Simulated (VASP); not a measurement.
Here is a VASP 6.6.1 calculation.

INCAR

```
SYSTEM = LiH
ALGO = Normal
EDIFF = 1E-6
ENCUT = 520
ISIF = 2
ISMEAR = -1
LASPH = .True.
LCHARG = .False.
LREAL = .False.
LWAVE = .False.
NBANDS = 9
NELM = 80
PREC = Accurate
SIGMA = 0.03
```

KPOINTS

```
k-points
0
Gamma
  11 11 11
  0 0 0
```

File POSCAR:

```
LiH
1.0
    0.0000000000      2.0723630616      2.0723630616
    2.0723630616      0.0000000000      2.0723630616
    2.0723630616      2.0723630616      0.0000000000
Li H
1 1
Direct
    0.0000000000      0.0000000000      0.0000000000
    0.5000000000      0.5000000000      0.5000000000
```

Potentials or basis: VASP PAW LDA potentials, release 64 (Li_sv, H).

Command:

```console
$ cat potpaw_LDA.64/Li_sv/POTCAR potpaw_LDA.64/H/POTCAR > POTCAR
$ mpirun -np 1 vasp_std > vasp.out
```

Problem. Estimate the band gap on the k mesh.

Solution. 2.87 eV, direct.

 A k mesh can miss the band edges.
